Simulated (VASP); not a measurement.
# H2C2O3 in VASP: a series of runs, part 2 of 2

VASP 6.6.1.

## 4. Single point, PBEsol

The input, INCAR:

```
SYSTEM = H2C2O3
PREC     = Accurate       ! precision mode
ENCUT    = 520            ! plane-wave cutoff, eV
EDIFF    = 1E-7           ! SCF threshold, eV
ISMEAR   = -1             ! smearing method
SIGMA    = 0.02           ! smearing width, eV
LREAL    = Auto         
LASPH    = .TRUE.         ! aspherical terms in the spheres
NELM     = 80             ! most SCF steps
ALGO     = Normal         ! electronic algorithm
ISIF     = 2              ! what is computed and relaxed
LWAVE    = .FALSE.        ! write WAVECAR
LCHARG   = .FALSE.        ! write CHGCAR
GGA      = PS             ! functional
NBANDS   = 58             ! bands
```

The input, KPOINTS:

```
regular mesh
0
G
  1 1 1
  0 0 0
```

The input, POSCAR:

```
H2C2O3
1.0
    7.1334920000      0.0000000000      0.0000000000
    0.0000000000      7.1334920000      0.0000000000
    0.0000000000      0.0000000000      7.1334920000
O C H
9 6 6
Direct
    0.7531514720      0.0071914288      0.7805433860
    0.8230891687      0.2026777348      1.0197810553
    0.7194793237      0.6697000571      0.1218898122
    0.5744031114      0.9392034084      0.1740802401
    0.0868158260      0.4661952379      0.1241047162
    0.2413824814      0.4053975248     -0.1490574322
   -0.0046260653      0.4070376752      0.5244416059
    1.1029661209      0.8517988105      0.2758396589
    0.4701764578      0.2324247367      0.4202570074
    0.8688591786      0.1254084255      0.8744104570
    0.6938537255      0.8292852925      0.2183923386
    0.2168643352      0.4851621057     -0.0066447120
   -0.0172426071      0.5188763091      0.6397988531
    1.2183514049      0.8665741827      0.3809775072
    0.5755105634      0.3335533284      0.4754193318
    0.6575180851      0.0244901095      0.8970921955
    1.0189539709      0.1481742743      0.8013186249
    0.6568872580      0.7044095655      0.0060419217
    0.7891787080      0.8119725935      0.3666787599
   -0.0311208031      0.3995658788      0.1073106972
    0.3267403959      0.6211684263      0.0316815383
```

Potentials or basis: VASP PAW PBE potentials, release 64 (O, C, H).

The run is started by

```sh
$ cat potpaw_PBE.64/O/POTCAR potpaw_PBE.64/C/POTCAR potpaw_PBE.64/H/POTCAR > POTCAR
$ mpirun -np 1 vasp_gam > vasp.out
```

OUTCAR:

```text
SYSTEM = H2C2O3
   PREC = Accurate
   ENCUT = 520
   EDIFF = 1E-7
   ISMEAR = -1
   LREAL = Auto
   LASPH = .TRUE.
   NELM = 80
   ISIF = 2
   GGA = PS

 ion  position               nearest neighbor table
   1  0.753  0.007  0.781-  16 1.08  10 1.36
   2  0.823  0.203  0.020-  10 1.22
   3  0.719  0.670  0.122-  18 0.97  11 1.34
   4  0.574  0.939  0.174-  11 1.20
   5  0.087  0.466  0.124-  20 0.97  12 1.32
   6  0.241  0.405  0.851-  12 1.18
   7  0.995  0.407  0.524-  13 1.15
   8  0.103  0.852  0.276-  14 1.12
   9  0.470  0.232  0.420-  15 1.11
  10  0.869  0.125  0.874-  17 1.20   2 1.22   1 1.36
  11  0.694  0.829  0.218-   4 1.20  19 1.26   3 1.34
  12  0.217  0.485  0.993-   6 1.18  21 1.28   5 1.32
  13  0.983  0.519  0.640-   7 1.15
  14  0.218  0.867  0.381-   8 1.12
  15  0.576  0.334  0.475-   9 1.11
  16  0.658  0.024  0.897-   1 1.08
  17  0.019  0.148  0.801-  10 1.20
  18  0.657  0.704  0.006-   3 0.97
  19  0.789  0.812  0.367-  11 1.26
  20  0.969  0.400  0.107-   5 0.97
  21  0.327  0.621  0.032-  12 1.28

  LATTYP: Found a simple cubic cell.
 ALAT       =     7.1334920000

  Lattice vectors:

 A1 = (   7.1334920000,   0.0000000000,   0.0000000000)
 A2 = (   0.0000000000,   7.1334920000,   0.0000000000)
 A3 = (   0.0000000000,   0.0000000000,   7.1334920000)

Analysis of symmetry for initial positions (statically):
=====================================================================
 Subroutine PRICEL returns:
 Original cell was already a primitive cell.

 Routine SETGRP: Setting up the symmetry group for a
 simple cubic supercell.

 Subroutine GETGRP returns: Found  1 space group operations
 (whereof  1 operations were pure point group operations)
 out of a pool of 48 trial point group operations.

The static configuration has the point symmetry C_1 .

Analysis of symmetry for dynamics (positions and initial velocities):
[... 147 lines left out ...]
  Fermi-wavevector in a.u.,A,eV,Ry     =   1.005076  1.899319 13.744314  1.010179
  Thomas-Fermi vector in A             =   2.137733
   LORBIT       =      0    0 simple, 1 ext, 2 COOP (PROOUT), +10 PAW based schemes
   GGA     = PS    functional components
   LHFCALC =     F    Hartree Fock is set to
   AEXX    =    0.0000 exact exchange contribution
   IVDW    =     0    specifies the selected vdW correction
   LEPSILON=     F    determine dielectric tensor
   LRPA    =     F    only Hartree local field effects (RPA)
 non-spin polarized calculation
  energy-cutoff  :      520.00
  volume of cell :      363.00
 maximum number of plane-waves:      4886
 NGX is ok and might be reduce to    54
   NGX = 27   NGY = 27   NGZ = 27

 number of electron      83.9999997 magnetization

 Free energy of the ion-electron system (eV)
  ---------------------------------------------------
  ext. energy  EPLUGINS =         0.00000000
  ---------------------------------------------------
  free energy    TOTEN  =      -136.03464648 eV

  energy without entropy =     -136.03464648  energy(sigma->0) =     -136.03464648

 E-fermi :  -3.0183     XC(G=0):  -6.3110

 val. band max:       -3.4990266636   @ k =   0.0000   0.0000   0.0000
 cond. band min:       1.0035840718   @ k =   0.0000   0.0000   0.0000
 fundamental gap:      4.5026107355
 Fermi energy:        -3.0183249392

 k-point     1 :       0.0000    0.0000    0.0000
  band No.  band energies     occupation
      1     -26.1095      2.00000
      2     -25.7955      2.00000
      3     -25.4325      2.00000
      4     -25.3584      2.00000
      5     -25.1716      2.00000
      6     -24.6200      2.00000
[... 46 lines left out ...]
     53       3.7655      0.00000
     54       4.2510      0.00000
 [bands above 54 left out]

------------------------ aborting loop because EDIFF is reached ----------------------------------------

  FORCE on cell =-STRESS in cart. coord.  units (eV):
  Direction    XX          YY          ZZ          XY          YZ          ZX
  --------------------------------------------------------------------------------------
  -------------------------------------------------------------------------------------
  Total        1.2086986      2.1903247      0.6282860      0.1750506      2.5017230      3.3067102
  in kB        5.3348482      9.6674637      2.7730736      0.7726230     11.0418860     14.5948683
  external PRESSURE =       5.9251285 kB  Pullay stress =       0.0000000 kB

 VOLUME and BASIS-vectors are now :
 -----------------------------------------------------------------------------
  energy-cutoff  :      520.00
  volume of cell :      363.00
      direct lattice vectors                 reciprocal lattice vectors
     7.133492000  0.000000000  0.000000000     0.140183798  0.000000000  0.000000000
     0.000000000  7.133492000  0.000000000     0.000000000  0.140183798  0.000000000
     0.000000000  0.000000000  7.133492000     0.000000000  0.000000000  0.140183798

 POSITION                                       TOTAL-FORCE (eV/Angst)
 -----------------------------------------------------------------------------------
      5.37260      0.05130      5.56800        -0.962591      1.222918      3.318378
      5.87150      1.44580      0.14111        -0.042279      0.269594      0.098507
      5.13240      4.77730      0.86950         0.822549      0.313138      0.049645
      4.09750      6.69980      1.24180        -0.201537      1.382236     -0.279526
      0.61930      3.32560      0.88530         1.227575      1.373407      0.746598
      1.72190      2.89190      6.07019         0.162090     -2.133738     -2.681054
[... 13 lines left out ...]
      6.91149      2.85030      0.76550        -0.438235     -1.139610     -0.933134
      2.33080      4.43110      0.22600        -1.903314     -2.237696     -0.066776
 -----------------------------------------------------------------------------------
    total drift:                               -0.007842      0.000041     -0.006921

  FREE ENERGIE OF THE ION-ELECTRON SYSTEM (eV)
  ---------------------------------------------------
  free  energy   TOTEN  =      -136.0346464809 eV

  energy  without entropy=     -136.0346464808  energy(sigma->0) =     -136.03464648
```

It took 25 s on 1 thread of Intel Xeon 6975P-C (Granite Rapids), shared host; peak memory 0.37 GiB.

What came out:

| Property | Result |
| --- | --- |
| Free energy | -136.0346 eV |
| Pressure | 0.6 GPa |
| Largest force | 5.074 eV/Å |

Forces on the atoms (eV/Å):
```
O   -0.963  1.223  3.318
O   -0.042  0.270  0.099
O    0.823  0.313  0.050
O   -0.202  1.382 -0.280
O    1.228  1.373  0.747
O    0.162 -2.134 -2.681
O    0.023  0.524  0.521
O   -2.050 -0.120 -2.049
O   -2.366 -2.124 -1.164
C    2.862  0.171 -2.062
C    1.359 -2.245  3.499
C    1.289  3.860  3.030
C   -0.114 -0.415 -0.732
C    2.218  0.207  2.117
C    2.185  2.238  1.223
H    0.116 -1.038 -2.087
H   -1.964 -0.338  0.900
H   -0.462 -0.641 -0.982
H   -1.759  0.872 -2.467
H   -0.438 -1.140 -0.933
H   -1.903 -2.238 -0.067
```

Caveat: the k points lie up to 0.88 Å⁻¹ apart; the PAW data sets were made with another functional, which shifts forces and pressure a little.

## 5. Single point, PBEsol

The input, INCAR:

```
SYSTEM = H2C2O3
ALGO = Normal
EDIFF = 1E-6
ENCUT = 520
GGA = PS
ISIF = 2
ISMEAR = -1
LASPH = .TRUE.
LCHARG = .FALSE.
LREAL = Auto
LWAVE = .FALSE.
NBANDS = 58
NELM = 80
PREC = Accurate
SIGMA = 0.02
```

The input, KPOINTS:

```
k-points
0
G
  1 1 1
  0 0 0
```

The input, POSCAR:

```
H2C2O3
1.0
    7.1334920000      0.0000000000      0.0000000000
    0.0000000000      7.1334920000      0.0000000000
    0.0000000000      0.0000000000      7.1334920000
O C H
9 6 6
Direct
    0.7108019466      0.0000700919      0.7513150642
    0.8164865118      0.1165768462      1.0567475228
    0.7303716048      0.6960546111      0.2052010432
    0.4819799335      0.9154282363      0.1391043825
    0.0472699766      0.4769333168      0.0493166601
    0.3262217158      0.4111590789     -0.0913017075
    0.0423915804      0.3754542656      0.5762955927
    1.1047324368      0.8356496370      0.2652417638
    0.4683540684      0.3373803461      0.4918909280
    0.8328319426      0.0737506960      0.8921857626
    0.5562633280      0.7633428341      0.1799118861
    0.2272239178      0.5062317305      0.0101212702
   -0.0583725334      0.4705549540      0.5010589484
    1.0730929536      0.8274068296      0.4229204995
    0.5468850319      0.4560319126      0.4267194804
    0.5768423095      0.0463447635      0.7936365528
    0.9642822898      0.0664050650      0.8028326099
    0.8105287004      0.7586186401      0.1135628946
    0.4430508929      0.6560741920      0.2040234993
   -0.0039391647      0.3412494189      0.0514334354
    0.2594802097      0.6508593547      0.0254573777
```

The run is started by

```sh
$ cat potpaw_PBE.64/O/POTCAR potpaw_PBE.64/C/POTCAR potpaw_PBE.64/H/POTCAR > POTCAR
$ mpirun -np 1 vasp_gam > vasp.out
```

It took 23 s on 1 thread of Intel Xeon 6975P-C (Granite Rapids), shared host; peak memory 0.35 GiB.

Results (log left out):

* Free energy: -135.5863 eV
* Pressure: 0.2 GPa
* Largest force: 4.610 eV/Å

Forces in eV/Å, atoms in the order of the input:
```
O   -2.109  2.430  3.302
O   -0.359  0.262 -1.332
O   -0.785  0.821 -0.989
O    2.348 -0.754 -0.212
O   -1.097 -1.410  1.271
O    0.398 -0.872  0.724
O    1.417 -1.470  1.078
O   -0.220  0.054  0.705
O   -1.685 -2.707  1.373
C    0.898 -1.460 -2.528
C   -3.309  0.217  0.186
C   -0.691 -0.806 -2.827
C   -1.338  1.350 -1.003
C    0.253  0.147 -0.539
C    1.489  2.172 -0.914
H    1.771 -1.202 -0.640
H    0.163  0.369  1.075
H    0.644  0.379  0.183
H    1.137 -0.342  0.452
H    0.833  1.280 -0.266
H    0.240  1.542  0.903
```

Stress tensor (GPa, compression positive):
```
 0.57  1.39 -0.47
 1.39  1.37 -1.77
-0.47 -1.77 -1.39
```

Levels at points of the mesh, in eV from the Fermi level:
| k point | band 40 | band 41 | band 42 | band 43 | band 44 | band 45 |
| --- | --- | --- | --- | --- | --- | --- |
| (0.00, 0.00, 0.00) | -1.90 | -0.99 | -0.53 | 3.00 | 3.21 | 3.41 |

Caveat: the k points lie up to 0.88 Å⁻¹ apart; the atoms stand as in a frame of molecular dynamics; the PAW data sets were made with another functional, which shifts forces and pressure a little.

## 6. Single point, PBEsol

The input, INCAR:

```
  PREC = Accurate
  ENCUT = 520
  EDIFF = 1E-7
  ISMEAR = -1
  SIGMA = 0.02
  LREAL = Auto
  LASPH = T
  NELM = 80
  ALGO = Normal
  ISIF = 2
  LWAVE = F
  LCHARG = T
  GGA = PS
  LELF = T
  LVHAR = T
  NBANDS = 58
```

The input, KPOINTS:

```
regular mesh
0
Gamma
  1 1 1
```

The input, POSCAR:

```
H2C2O3
1.0
    7.1334920000      0.0000000000      0.0000000000
    0.0000000000      7.1334920000      0.0000000000
    0.0000000000      0.0000000000      7.1334920000
O C H
9 6 6
Direct
    0.6170049676     -0.0007289557      0.8128557514
    0.9018584446      0.0812505292      0.9977441623
    0.6429670069      0.7694268109      0.0892410057
    0.3586742650      0.8674152855     -0.0011495071
   -0.0096166085      0.4042339993     -0.0162332838
    0.3007082646      0.4176355703      0.0391112796
    0.0040793485      0.3602162868      0.5437449148
    1.0920878582      0.8623686688      0.3978416181
    0.4780688056      0.3839073486      0.5565717323
    0.8010382573      0.0390131509      0.8566211331
    0.4474386458      0.7826741798      0.1223524187
    0.1575665887      0.4644289220     -0.0470597009
    0.0603070698      0.2712556487      0.4272101237
    0.9389230408      0.8626209996      0.4485741345
    0.4928581962      0.4660270173      0.4207616690
    0.4963207360     -0.0217144703      0.9360773097
    0.9049004331     -0.0078502927      0.7226895327
    0.6559620450      0.7797022833     -0.0386626914
    0.4561861147      0.7011713197      0.2638118890
   -0.0491904946      0.2769050558      0.0466251311
    0.1899630644      0.5349273540     -0.1973086954
```

Potentials or basis: VASP PAW PBE potentials, release 64 (O, C, H).

The run is started by

```sh
$ cat potpaw_PBE.64/O/POTCAR potpaw_PBE.64/C/POTCAR potpaw_PBE.64/H/POTCAR > POTCAR
$ mpirun -np 1 vasp_gam > vasp.out
```

OUTCAR:

```text
PREC = Accurate
   ENCUT = 520
   EDIFF = 1E-7
   ISMEAR = -1
   LREAL = Auto
   LASPH = T
   NELM = 80
   ISIF = 2
   GGA = PS

 ion  position               nearest neighbor table
   1  0.617  0.999  0.813-  16 1.24  10 1.38
   2  0.902  0.081  0.998-  10 1.27
   3  0.643  0.769  0.089-  18 0.92  11 1.42
   4  0.359  0.867  0.999-  11 1.24  16 1.34
   5  0.990  0.404  0.984-  20 1.05  12 1.29
   6  0.301  0.418  0.039-  12 1.24
   7  0.004  0.360  0.544-  13 1.12
   8  0.092  0.862  0.398-  14 1.15
[... 282 lines left out ...]
  Total      -10.4075384      1.7187028     -1.0411887     -1.7051915      0.0468594     -2.0695151
  in kB      -45.9358828      7.5858602     -4.5955078     -7.5262251      0.2068239     -9.1342447
  external PRESSURE =     -14.3151768 kB  Pullay stress =       0.0000000 kB

 VOLUME and BASIS-vectors are now :
 -----------------------------------------------------------------------------
  energy-cutoff  :      520.00
  volume of cell :      363.00
      direct lattice vectors                 reciprocal lattice vectors
     7.133492000  0.000000000  0.000000000     0.140183798  0.000000000  0.000000000
     0.000000000  7.133492000  0.000000000     0.000000000  0.140183798  0.000000000
     0.000000000  0.000000000  7.133492000     0.000000000  0.000000000  0.140183798

 POSITION                                       TOTAL-FORCE (eV/Angst)
 -----------------------------------------------------------------------------------
      4.40140      7.12829      5.79850         2.051452      1.233345      2.496119
      6.43340      0.57960      7.11740        -3.318252     -0.609089     -1.263673
      4.58660      5.48870      0.63660        -2.312235     -1.146054      4.227163
      2.55860      6.18770      7.12529        -0.695311      0.050352      1.578134
      7.06489      2.88360      7.01769        -1.794347      0.705064     -0.247430
      2.14510      2.97920      0.27900        -0.412374      0.620573      0.345767
[... 13 lines left out ...]
      6.78259      1.97530      0.33260         0.995817      0.627135     -0.478491
      1.35510      3.81590      5.72599        -1.259337     -0.173985      2.004102
 -----------------------------------------------------------------------------------
    total drift:                               -0.001119      0.012838      0.001495

  FREE ENERGIE OF THE ION-ELECTRON SYSTEM (eV)
  ---------------------------------------------------
  free  energy   TOTEN  =      -134.5885858541 eV

  energy  without entropy=     -134.5885858541  energy(sigma->0) =     -134.58858585
```

stdout:

```text
POSCAR found type information on POSCAR O C H
 POSCAR found :  3 types and      21 ions
 scaLAPACK will be used
 -----------------------------------------------------------------------------
|                                                                             |
|                                                                             |
|     You enforced a specific xc type in the INCAR file but a different       |
|     I HOPE YOU KNOW WHAT YOU ARE DOING!                                     |
|                                                                             |
 -----------------------------------------------------------------------------

 LDA part: xc-table for (Slater+PW92), standard interpolation
 POSCAR, INCAR and KPOINTS ok, starting setup
 FFT: planning ... GRIDC
 FFT: planning ... GRID_SOFT
 FFT: planning ... GRID
 WAVECAR not read
 entering main loop
```

Run time: 28 s. Hardware: 1 thread of Intel Xeon 6975P-C (Granite Rapids), shared host; peak memory 0.36 GiB.

Results:

```
Free energy   : -134.5886 eV
Pressure      : -1.4 GPa
Largest force : 4.953 eV/Å
```

Forces on the atoms (eV/Å):
```
O    2.051  1.233  2.496
O   -3.318 -0.609 -1.264
O   -2.312 -1.146  4.227
O   -0.695  0.050  1.578
O   -1.794  0.705 -0.247
O   -0.412  0.621  0.346
O   -1.037  1.609  1.996
O   -0.812 -0.159  0.230
O   -0.044 -0.301  0.309
C    2.040 -1.436 -1.713
C    4.550 -0.729 -0.158
C    2.711 -1.108 -1.670
C    0.954 -1.428 -2.066
C    0.832 -0.182 -0.349
C    0.163  0.253 -0.160
H    0.786  0.018 -2.013
H   -2.123  0.855  1.573
H    0.787  0.468 -3.666
H   -2.063  0.831 -0.974
H    0.996  0.627 -0.478
H   -1.259 -0.174  2.004
```

Levels at points of the mesh, in eV from the Fermi level:
```tsv
k point	band 40	band 41	band 42	band 43	band 44	band 45
(0.00, 0.00, 0.00)	-1.88	-1.17	-0.59	2.57	2.96	3.04
```

Caveat: the k points lie up to 0.88 Å⁻¹ apart; the atoms stand as in a frame of molecular dynamics; the PAW data sets were made with another functional, which shifts forces and pressure a little.

## 7. Overview

```tsv
cell	pressure (GPa)	largest force (eV/Å)
as given, atomic positions A	2.1	7.84
as given, atomic positions B	0.8	7.14
as given, atomic positions C	0.6	5.07
as given, atomic positions D	0.2	4.61
as given, atomic positions E	-1.4	4.95
```

Alike in all rows: task single point; level PBEsol; potentials or basis VASP PAW PBE potentials, release 64 (O, C, H); no spin polarisation; k mesh 1 × 1 × 1; cutoff (eV) 520; smearing fermi-dirac 0.02 eV.

Caveats: all runs use coarse meshes; the PAW data sets were made with another functional, which shifts forces and pressure a little; the atoms stand as in a frame of molecular dynamics (at least some runs).

Total energies depend on the potentials used, so only differences within one code and one set of settings carry meaning.
